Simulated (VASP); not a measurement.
The system is Al.

```
Al
1.0
     2.82708    0.00000    0.00000
    -1.41354    2.44832    0.00000
     0.00000    0.00000    9.18599
Al
4
Direct
  0.00000 0.00000 0.00000
  0.33333 0.66667 0.25000
  0.00000 0.00000 0.50000
  0.66667 0.33333 0.75000
```

```yaml
Program: VASP 6.6.1
Task: relaxation of cell and atoms
Functional: PBEsol
Potentials_or_basis: VASP PAW PBE potentials, release 64 (Al)
Cutoff: 500 eV
k_mesh: 10 × 10 × 3
Occupations: methfessel-paxton, width 0.1 eV
Spin: no spin polarisation
```

At the start: pressure 1.8 GPa; volume 15.90 Å³/atom.

Q: How do energy, volume and symmetry change on relaxing?

A: Over 3 steps the energy falls by 2.8 meV/atom and the volume is 16.23 Å³/atom (+2.1 %); space group P6_3/mmc (No. 194, to 0.05 Å).

Step by step:
```csv
step,energy change (eV),largest force (eV/Å),pressure (GPa),volume (Å³)
1,0.0000,0.0000,1.81,63.58
2,-0.0107,0.0000,-0.40,65.25
3,-0.0112,0.0000,-0.02,64.94
```

Final structure:
```cif
data_structure
_symmetry_space_group_name_H-M 'P 1'
_symmetry_Int_Tables_number 1
_cell_length_a 2.8372
_cell_length_b 2.8372
_cell_length_c 9.3156
_cell_angle_alpha 90.000
_cell_angle_beta 90.000
_cell_angle_gamma 120.000
_cell_volume 64.94
loop_
_atom_site_label
_atom_site_type_symbol
_atom_site_fract_x
_atom_site_fract_y
_atom_site_fract_z
_atom_site_occupancy
Al1 Al 0.00000 0.00000 0.00000 1
Al2 Al 0.33333 0.66667 0.25000 1
Al3 Al 0.00000 0.00000 0.50000 1
Al4 Al 0.66667 0.33333 0.75000 1
```

Caveat: the PAW data sets were made with another functional, which shifts forces and pressure a little.
